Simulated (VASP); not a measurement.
# LiH in VASP: further runs

The runs below take LiH through single point, relaxation of cell and atoms, with PBEsol, r2SCAN+rVV10.

Everything below comes from runs of VASP 6.6.1. Logs are shortened: lines on timing, memory, paths and dates and some standing lists are left out, and cuts for length are marked.

### Step 1. The cell of the first run

The typed cell holds 8 atoms: a = 3.982 Å, b = 3.982 Å, c = 3.982 Å, α = 90.00°, β = 90.00°, γ = 90.00°.

### Step 2. Single point, PBEsol

File INCAR:

```
  PREC = Accurate
  ENCUT = 520
  EDIFF = 1E-7
  ISMEAR = -1
  SIGMA = 0.03
  LREAL = F
  LASPH = T
  NELM = 80
  ALGO = Normal
  ISIF = 2
  LWAVE = F
  LCHARG = F
  GGA = PS
  NBANDS = 18
```

File KPOINTS:

```
regular mesh
0
Gamma
  6 6 6
```

File POSCAR:

```
LiH
1.0
    3.9822947023      0.0000000000      0.0000000000
    0.0000000000      3.9822947023      0.0000000000
    0.0000000000      0.0000000000      3.9822947023
Li H
4 4
Direct
    0.7500240167      0.7499759833      0.2500240167
    0.7499759833      0.2500240167      0.7500240167
    0.2500240167      0.7500240167      0.7499759833
    0.2499759833      0.2499759833      0.2499759833
    0.2499653441      0.2500346559      0.7499653441
    0.2500346559      0.7499653441      0.2499653441
    0.7499653441      0.2499653441      0.2500346559
    0.7500346559      0.7500346559      0.7500346559
```

Potentials or basis: VASP PAW PBE potentials, release 64 (Li_sv, H).

The run is started by

```
$ cat potpaw_PBE.64/Li_sv/POTCAR potpaw_PBE.64/H/POTCAR > POTCAR
$ mpirun -np 1 vasp_std > vasp.out
```

OUTCAR:

```text
PREC = Accurate
   ENCUT = 520
   EDIFF = 1E-7
   ISMEAR = -1
   LREAL = F
   LASPH = T
   NELM = 80
   ISIF = 2
   GGA = PS

 ion  position               nearest neighbor table
   1  0.750  0.750  0.250-
   2  0.750  0.250  0.750-
   3  0.250  0.750  0.750-
   4  0.250  0.250  0.250-
   5  0.250  0.250  0.750-
   6  0.250  0.750  0.250-
   7  0.750  0.250  0.250-
   8  0.750  0.750  0.750-

  LATTYP: Found a simple cubic cell.
 ALAT       =     3.9822947023

  Lattice vectors:

 A1 = (   3.9822947023,   0.0000000000,   0.0000000000)
 A2 = (   0.0000000000,   3.9822947023,   0.0000000000)
 A3 = (   0.0000000000,   0.0000000000,   3.9822947023)

Analysis of symmetry for initial positions (statically):
=====================================================================
 Subroutine PRICEL returns:
 Original cell was already a primitive cell.

 Routine SETGRP: Setting up the symmetry group for a
 simple cubic supercell.

 Subroutine GETGRP returns: Found 12 space group operations
 (whereof  3 operations were pure point group operations)
 out of a pool of 48 trial point group operations.

The static configuration has the point symmetry C_3 .
 The point group associated with its full space group is T   .

Analysis of symmetry for dynamics (positions and initial velocities):
=====================================================================
 Subroutine PRICEL returns:
 Original cell was already a primitive cell.

 Routine SETGRP: Setting up the symmetry group for a
 simple cubic supercell.

 Subroutine GETGRP returns: Found 12 space group operations
 (whereof  3 operations were pure point group operations)
 out of a pool of 48 trial point group operations.

The dynamic configuration has the point symmetry C_3 .
 The point group associated with its full space group is T   .

 Subroutine INISYM returns: Found 12 space group operations
 (whereof  3 operations are pure point group operations),
 and found     1 'primitive' translations

----------------------------------------------------------------------------------------

                                     Primitive cell

  volume of cell :      63.1539

  direct lattice vectors                    reciprocal lattice vectors
     3.982294702  0.000000000  0.000000000     0.251111501  0.000000000  0.000000000
     0.000000000  3.982294702  0.000000000     0.000000000  0.251111501  0.000000000
     0.000000000  0.000000000  3.982294702     0.000000000  0.000000000  0.251111501

  length of vectors
     3.982294702  3.982294702  3.982294702     0.251111501  0.251111501  0.251111501

  position of ions in fractional coordinates (direct lattice)
     0.750024017  0.749975983  0.250024017
     0.749975983  0.250024017  0.750024017
     0.250024017  0.750024017  0.749975983
     0.249975983  0.249975983  0.249975983
     0.249965344  0.250034656  0.749965344
     0.250034656  0.749965344  0.249965344
     0.749965344  0.249965344  0.250034656
     0.750034656  0.750034656  0.750034656

  ion indices of the primitive-cell ions
   primitive index   ion index
                 1           1
                 2           2
                 3           3
                 4           4
                 5           5
                 6           6
                 7           7
                 8           8

----------------------------------------------------------------------------------------

 KPOINTS: regular mesh

Automatic generation of k-mesh.
 Grid dimensions read from file:
 generate k-points for:    6    6    6

 Generating k-lattice:

  Cartesian coordinates                     Fractional coordinates (reciprocal lattice)
     0.041851917  0.000000000  0.000000000     0.166666667  0.000000000  0.000000000
     0.000000000  0.041851917  0.000000000     0.000000000  0.166666667  0.000000000
     0.000000000  0.000000000  0.041851917     0.000000000  0.000000000  0.166666667

  Length of vectors
     0.041851917  0.041851917  0.041851917

  Shift w.r.t. Gamma in fractional coordinates (k-lattice)
     0.000000000  0.000000000  0.000000000

 Subroutine IBZKPT returns following result:
 ===========================================

 Found     24 irreducible k-points:

 Following reciprocal coordinates:
            Coordinates               Weight
  0.000000  0.000000  0.000000      1.000000
  0.166667  0.000000  0.000000      6.000000
  0.333333  0.000000  0.000000      6.000000
  0.500000  0.000000  0.000000      3.000000
  0.166667  0.166667  0.000000     12.000000
  0.333333  0.166667  0.000000     12.000000
[... 16 lines left out ...]
  0.500000  0.500000  0.333333      6.000000
  0.500000  0.500000  0.500000      1.000000
   k-points           NKPTS =     24   k-points in BZ     NKDIM =     24   number of bands    NBANDS=     18
   number of dos      NEDOS =    301   number of ions     NIONS =      8
   total plane-waves  NPLWV =  27000
   dimension x,y,z NGX =    30 NGY =   30 NGZ =   30
   dimension x,y,z NGXF=    60 NGYF=   60 NGZF=   60
   ions per type =               4   4
   NGX,Y,Z   is equivalent  to a cutoff of  12.52, 12.52, 12.52 a.u.
   NGXF,Y,Z  is equivalent  to a cutoff of  25.05, 25.05, 25.05 a.u.
 SYSTEM =  unknown system
   PREC   = accura    normal or accurate (medium, high low for compatibility)
   ISTART =      0    job   : 0-new  1-cont  2-samecut
   ICHARG =      2    charge: 1-file 2-atom 10-const
   ISPIN  =      1    spin polarized calculation?
   LNONCOLLINEAR =      F non collinear calculations
   LSORBIT =      F    spin-orbit coupling
   LASPH  =      T    aspherical Exc in radial PAW
   ENCUT  =  520.0 eV  38.22 Ry    6.18 a.u.   7.40  7.40  7.40*2*pi/ulx,y,z
   NELM   =     80;   NELMIN=  2; NELMDL= -5     # of ELM steps
   EDIFF  = 0.1E-06   stopping-criterion for ELM
   LREAL  =      F    real-space projection
   EDIFFG = 0.1E-05   stopping-criterion for IOM
   NSW    =      0    number of steps for IOM
   IBRION =     -1    ionic relax: 0-MD 1-quasi-New 2-CG
   NFREE  =      0    steps in history (QN), initial steepest desc. (CG)
   ISIF   =      2    stress and relaxation
   ISYM   =      2    0-nonsym 1-usesym 2-fastsym
   POTIM  = 0.5000    time-step for ionic-motion
   TEBEG  =    0.0;   TEEND  =   0.0 temperature during run
   PSTRESS=    0.0 pullay stress
   NELECT =      16.0000    total number of electrons
   NUPDOWN=      -1.0000    fix difference up-down
   EMIN   =  10.00;   EMAX   =-10.00  energy-range for DOS
   EFERMI =   0.00;   METHOD = LEGACY
   ISMEAR =    -1;   SIGMA  =   0.03  broadening in eV -4-tet -1-fermi 0-gaus
   EFERMI_NEDOS =   21; number of points for ismear=-14 and -15
   IALGO  =     38    algorithm
   IMIX   =      4    mixing-type and parameters
     AMIX     =   0.40;   BMIX     =  1.00
     AMIX_MAG =   1.60;   BMIX_MAG =  1.00
  volume/ion in A,a.u.               =       7.89        53.27
  Fermi-wavevector in a.u.,A,eV,Ry     =   1.035893  1.957553 14.600053  1.073074
  Thomas-Fermi vector in A             =   2.170258
   LORBIT       =      0    0 simple, 1 ext, 2 COOP (PROOUT), +10 PAW based schemes
   GGA     = PS    functional components
   LHFCALC =     F    Hartree Fock is set to
   AEXX    =    0.0000 exact exchange contribution
   IVDW    =     0    specifies the selected vdW correction
   LEPSILON=     F    determine dielectric tensor
   LRPA    =     F    only Hartree local field effects (RPA)
 non-spin polarized calculation
  energy-cutoff  :      520.00
  volume of cell :       63.15
 maximum number of plane-waves:      1743
 NGX is ok and might be reduce to    30
   NGX = 15   NGY = 15   NGZ = 15

 number of electron      15.9999951 magnetization

 Free energy of the ion-electron system (eV)
  ---------------------------------------------------
  ext. energy  EPLUGINS =         0.00000000
  ---------------------------------------------------
  free energy    TOTEN  =       -24.47864684 eV

  energy without entropy =      -24.47864684  energy(sigma->0) =      -24.47864684

 E-fermi :   0.9881     XC(G=0):  -8.6741

 val. band max:        0.2525178395   @ k =   0.0000   0.0000   0.0000
 cond. band min:       2.9812863023   @ k =   0.0000   0.0000   0.0000
 fundamental gap:      2.7287684628
 Fermi energy:         0.9881490239

 k-point     1 :       0.0000    0.0000    0.0000
  band No.  band energies     occupation
      1     -43.4370      2.00000
      2     -43.3676      2.00000
      3     -43.3676      2.00000
      4     -43.3676      2.00000
      5      -5.3668      2.00000
      6       0.2525      2.00000
[... 10 lines left out ...]
     17      10.9659      0.00000
     18      14.0591      0.00000

 k-point     2 :       0.1667    0.0000    0.0000
  band No.  band energies     occupation
      1     -43.4324      2.00000
      2     -43.3721      2.00000
      3     -43.3673      2.00000
      4     -43.3673      2.00000
      5      -5.1997      2.00000
      6      -0.9622      2.00000
[... 10 lines left out ...]
     17      11.2257      0.00000
     18      14.3217      0.00000

 k-point     3 :       0.3333    0.0000    0.0000
  band No.  band energies     occupation
      1     -43.4196      2.00000
      2     -43.3846      2.00000
      3     -43.3671      2.00000
      4     -43.3671      2.00000
      5      -4.6898      2.00000
      6      -2.5577      2.00000
[... 10 lines left out ...]
     17      11.9735      0.00000
     18      13.5924      0.00000

 k-point     4 :       0.5000    0.0000    0.0000
  band No.  band energies     occupation
      1     -43.4019      2.00000
      2     -43.4019      2.00000
      3     -43.3668      2.00000
      4     -43.3668      2.00000
      5      -3.8154      2.00000
      6      -3.8154      2.00000
[... 10 lines left out ...]
     17      13.2167      0.00000
     18      13.2168      0.00000

 k-point     5 :       0.1667    0.1667    0.0000
  band No.  band energies     occupation
      1     -43.4280      2.00000
      2     -43.3716      2.00000
      3     -43.3716      2.00000
      4     -43.3675      2.00000
      5      -5.0356      2.00000
      6      -0.9167      2.00000
[... 10 lines left out ...]
     17      11.4979      0.00000
     18      14.3692      0.00000

 k-point     6 :       0.3333    0.1667    0.0000
  band No.  band energies     occupation
      1     -43.4159      2.00000
      2     -43.3833      2.00000
      3     -43.3705      2.00000
      4     -43.3681      2.00000
      5      -4.5352      2.00000
      6      -2.4503      2.00000
[... 307 lines left out ...]
 k-point    21 :       0.3333    0.3333    0.3333
  band No.  band energies     occupation
      1     -43.3969      2.00000
      2     -43.3795      2.00000
      3     -43.3795      2.00000
      4     -43.3795      2.00000
      5      -3.5503      2.00000
      6      -2.0913      2.00000
[... 10 lines left out ...]
     17      13.9792      0.00000
     18      13.9792      0.00000

 k-point    22 :       0.5000    0.3333    0.3333
  band No.  band energies     occupation
      1     -43.3881      2.00000
      2     -43.3881      2.00000
      3     -43.3794      2.00000
      4     -43.3794      2.00000
      5      -2.9156      2.00000
      6      -2.9156      2.00000
[... 10 lines left out ...]
     17      14.6230      0.00000
     18      14.6234      0.00000

 k-point    23 :       0.5000    0.5000    0.3333
  band No.  band energies     occupation
      1     -43.3836      2.00000
      2     -43.3836      2.00000
      3     -43.3836      2.00000
      4     -43.3836      2.00000
      5      -2.5226      2.00000
      6      -2.5226      2.00000
[... 10 lines left out ...]
     17      15.9842      0.00000
     18      15.9853      0.00000

 k-point    24 :       0.5000    0.5000    0.5000
  band No.  band energies     occupation
      1     -43.3836      2.00000
      2     -43.3836      2.00000
      3     -43.3836      2.00000
      4     -43.3836      2.00000
      5      -2.5109      2.00000
      6      -2.5109      2.00000
[... 10 lines left out ...]
     17      16.7232      0.00000
     18      16.7232      0.00000

------------------------ aborting loop because EDIFF is reached ----------------------------------------

  FORCE on cell =-STRESS in cart. coord.  units (eV):
  Direction    XX          YY          ZZ          XY          YZ          ZX
  --------------------------------------------------------------------------------------
  -------------------------------------------------------------------------------------
  Total       -0.0836269     -0.0836269     -0.0836269      0.0000000      0.0000000      0.0000000
  in kB       -2.1215642     -2.1215642     -2.1215642      0.0000000      0.0000000      0.0000000
  external PRESSURE =      -2.1215642 kB  Pullay stress =       0.0000000 kB

 VOLUME and BASIS-vectors are now :
 -----------------------------------------------------------------------------
  energy-cutoff  :      520.00
  volume of cell :       63.15
      direct lattice vectors                 reciprocal lattice vectors
     3.982294702  0.000000000  0.000000000     0.251111501  0.000000000  0.000000000
     0.000000000  3.982294702  0.000000000     0.000000000  0.251111501  0.000000000
     0.000000000  0.000000000  3.982294702     0.000000000  0.000000000  0.251111501

 POSITION                                       TOTAL-FORCE (eV/Angst)
 -----------------------------------------------------------------------------------
      2.98682      2.98663      0.99567        -0.000190      0.000190     -0.000190
      2.98663      0.99567      2.98682         0.000190     -0.000190     -0.000190
      0.99567      2.98682      2.98663        -0.000190     -0.000190      0.000190
      0.99548      0.99548      0.99548         0.000190      0.000190      0.000190
      0.99544      0.99571      2.98658         0.000294     -0.000294      0.000294
      0.99571      2.98658      0.99544        -0.000294      0.000294      0.000294
      2.98658      0.99544      0.99571         0.000294      0.000294     -0.000294
      2.98686      2.98686      2.98686        -0.000294     -0.000294     -0.000294
 -----------------------------------------------------------------------------------
    total drift:                                0.000000      0.000000      0.000000

  FREE ENERGIE OF THE ION-ELECTRON SYSTEM (eV)
  ---------------------------------------------------
  free  energy   TOTEN  =       -24.4786468386 eV

  energy  without entropy=      -24.4786468386  energy(sigma->0) =      -24.47864684
```

Wall time 12 s (1 thread of Intel Xeon 6975P-C (Granite Rapids), shared host); peak memory 0.16 GiB.

What came out:

```
Free energy            : -24.4786 eV
Band gap on the k mesh : 2.73 eV
```

Caveat: the cutoff is under 1.25 times the usual one of these potentials, so pressure, stress and relaxed cells hold a basis-set (Pulay) error; the PAW data sets were made with another functional, which shifts forces and pressure a little.

### Step 3. Single point, r2SCAN+rVV10

This run uses another cell than the first one, of 7.99 Å³/atom.

File POSCAR:

```
LiH
1.0
    3.9985293438      0.0000000000      0.0000000000
    0.0000000000      3.9985293438      0.0000000000
    0.0000000000      0.0000000000      3.9985293438
Li H
4 4
Direct
    0.7501347671      0.7498652329      0.2501347671
    0.7498652329      0.2501347671      0.7501347671
    0.2501347671      0.7501347671      0.7498652329
    0.2498652329      0.2498652329      0.2498652329
    0.2498219698      0.2501780302      0.7498219698
    0.2501780302      0.7498219698      0.2498219698
    0.7498219698      0.2498219698      0.2501780302
    0.7501780302      0.7501780302      0.7501780302
```

File INCAR.step1:

```
PREC     = Accurate       # precision mode
ENCUT    = 520            # plane-wave cutoff, eV
ISMEAR   = -1             # smearing method
SIGMA    = 0.03           # smearing width, eV
LREAL    = F              # projectors in reciprocal space
LASPH    = T              # aspherical terms in the spheres
NELM     = 80             # most SCF steps
NBANDS   = 18             # bands
GGA      = PE             # functional
ALGO     = Normal         # electronic algorithm
EDIFF    = 1E-4           # SCF threshold, eV
LWAVE    = T              # write WAVECAR
LCHARG   = F              # write CHGCAR
```

File INCAR.step2:

```
PREC     = Accurate       # precision mode
ENCUT    = 520            # plane-wave cutoff, eV
EDIFF    = 1E-7           # SCF threshold, eV
ISMEAR   = -1             # smearing method
SIGMA    = 0.03           # smearing width, eV
LREAL    = F              # projectors in reciprocal space
LASPH    = T              # aspherical terms in the spheres
NELM     = 80             # most SCF steps
ALGO     = Normal         # electronic algorithm
ISIF     = 2              # what is computed and relaxed
LWAVE    = F              # write WAVECAR
LCHARG   = F              # write CHGCAR
METAGGA  = R2SCAN         # meta-GGA
LMIXTAU  = T            
LUSE_VDW = T            
IVDW_NL  = 2            
BPARAM   = 11.95        
CPARAM   = 0.0093       
NBANDS   = 18             # bands
ISTART   = 1
```

File KPOINTS:

```
Automatic mesh
0
Gamma
  6 6 6
```

Potentials or basis: VASP PAW PBE potentials, release 64 (Li_sv, H).

The run is started by

```
$ cat potpaw_PBE.64/Li_sv/POTCAR potpaw_PBE.64/H/POTCAR > POTCAR
$ cp INCAR.step1 INCAR
$ mpirun -np 1 vasp_std > vasp.out
$ cp INCAR.step2 INCAR
$ mpirun -np 1 vasp_std > vasp.out
```

It took 67 s on 1 thread of Intel Xeon 6975P-C (Granite Rapids), shared host; peak memory 0.28 GiB.

It converged, with:

| Property | Result |
| --- | --- |
| Free energy | -26.8402 eV |
| Band gap on the k mesh | 3.54 eV |

Forces on the atoms (eV/Å):
```
Li   0.001 -0.001  0.001
Li  -0.001  0.001  0.001
Li   0.001  0.001 -0.001
Li  -0.001 -0.001 -0.001
H    0.002 -0.002  0.002
H   -0.002  0.002  0.002
H    0.002  0.002 -0.002
H   -0.002 -0.002 -0.002
```

Levels at points of the mesh, in eV from the valence-band top:
```
           k point  band 6  band 7  band 8  band 9  band 10  band 11
(0.00, 0.00, 0.00)    0.00    0.00    0.00    3.54     3.54     3.54
(0.50, 0.00, 0.00)   -3.93   -0.25   -0.25    5.93     5.93     5.93
(0.50, 0.50, 0.00)   -2.69   -2.68   -2.68    8.32     8.32     8.32
(0.50, 0.50, 0.50)   -2.67   -2.67   -2.67    5.64     5.64     5.64
```

Caveat: the cutoff is under 1.25 times the usual one of these potentials, so pressure, stress and relaxed cells hold a basis-set (Pulay) error; the PAW data sets were made with another functional, which shifts forces and pressure a little. A k mesh can miss the band edges.

[end of part 1 of 2]
